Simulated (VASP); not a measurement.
Here is a VASP 6.6.1 calculation.

File POSCAR:

```
C
1.0
    0.0000000000      1.7835000000      1.7835000000
    1.7835000000      0.0000000000      1.7835000000
    1.7835000000      1.7835000000      0.0000000000
C
2
Direct
    0.0000000000      0.0000000000      0.0000000000
    0.2500000000      0.2500000000      0.2500000000
```

Contents of INCAR.step1:

```
SYSTEM = C
  PREC = Accurate
  ENCUT = 500
  EDIFF = 1E-8
  ISMEAR = 0
  SIGMA = 0.01
  LREAL = .False.
  LASPH = .True.
  NELM = 80
  ALGO = Normal
  LWAVE = .True.
  LCHARG = .False.
  GGA = PE
```

File INCAR.step2:

```
SYSTEM = C
  PREC = Accurate
  ENCUT = 500
  EDIFF = 1E-8
  ISMEAR = 0
  SIGMA = 0.01
  LREAL = .False.
  LASPH = .True.
  NELM = 1
  ALGO = Exact
  LWAVE = .True.
  LCHARG = .False.
  GGA = PE
  NBANDS = 210
  LOPTICS = .True.
  ISTART = 1
```

INCAR.step3

```
SYSTEM = C
  PREC = Accurate
  ENCUT = 500
  EDIFF = 1E-8
  ISMEAR = 0
  SIGMA = 0.01
  LREAL = .False.
  LASPH = .True.
  ALGO = EVGW0
  LWAVE = .False.
  LCHARG = .False.
  GGA = PE
  NELMGW = 1
  NBANDS = 210
  ENCUTGW = 200
  NOMEGA = 48
  PRECFOCK = Fast
  ISTART = 1
  NBANDSGW = 12
```

KPOINTS

```
Automatic mesh
0
Gamma
  2 2 2
  0 0 0
```

Potentials or basis: VASP PAW PBE potentials, release 64 (C_GW).

Run with:

```sh
$ cat potpaw_PBE.64/C_GW/POTCAR > POTCAR
$ cp INCAR.step1 INCAR
$ mpirun -np 1 vasp_std > vasp.out
$ cp INCAR.step2 INCAR
$ mpirun -np 1 vasp_std > vasp.out
$ cp INCAR.step3 INCAR
$ mpirun -np 1 vasp_std > vasp.out
```

(1) Predict the quasiparticle gap.

(2) What does it give for the least direct quasiparticle gap?

(3) Estimate the band gap on the k mesh, mean-field level.

Answers

(1) 5.41 eV.

(2) 7.02 eV.

(3) 4.56 eV, indirect (least direct gap 5.50 eV).

Caveat: the k points lie up to 1.53 Å⁻¹ apart; bands, screening cutoff and mesh are small and nothing is extrapolated, so the quasiparticle values aren't converged.
